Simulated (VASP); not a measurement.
Wanted: the native input for a VASP 6.6.1 run.

```
Task                   : single point
Functional             : PBEsol
Potentials or basis    : VASP PAW PBE potentials, release 64 (Sr_sv, Te)
Cutoff                 : 500 eV
k mesh                 : 6 × 6 × 6
Occupations            : gaussian, width 0.1 eV
Spin                   : no spin polarisation
Dipole correction      : no
Further INCAR settings : ALGO = Normal; EDIFF = 1e-06; NBANDS = 15
```

The structure of SrTe lies in POSCAR:

```
SrTe
1.0
    0.0000000000      3.3017074833      3.3017074833
    3.3017074833      0.0000000000      3.3017074833
    3.3017074833      3.3017074833      0.0000000000
Sr Te
1 1
Direct
    0.5000000000      0.5000000000      0.5000000000
    0.0000000000      0.0000000000      0.0000000000
```

One way to write it, as run:

INCAR

```
PREC = Accurate
ENCUT = 500
EDIFF = 1E-6
ISMEAR = 0
SIGMA = 0.1
LREAL = F
LASPH = T
NELM = 120
ALGO = Normal
ISIF = 2
LWAVE = F
LCHARG = F
GGA = PS
NBANDS = 15
GGA_COMPAT = F
```

KPOINTS

```
regular mesh
0
Gamma
  6 6 6
```

Potentials or basis: VASP PAW PBE potentials, release 64 (Sr_sv, Te).

The run is started by

```sh
$ cat potpaw_PBE.64/Sr_sv/POTCAR potpaw_PBE.64/Te/POTCAR > POTCAR
$ mpirun -np 1 vasp_std > vasp.out
```

Results of the run:

```yaml
Pressure: 0.2 GPa
Band_gap_on_the_k_mesh: 1.54 eV, indirect (least direct gap 2.31 eV)
```

Caveat: the PAW data sets were made with another functional, which shifts forces and pressure a little; spin-orbit coupling is left out, which moves the levels of the heavy elements.

Wall time 38 s on 1 thread of AMD EPYC 7R13, on a shared host, peak memory 0.18 GiB.
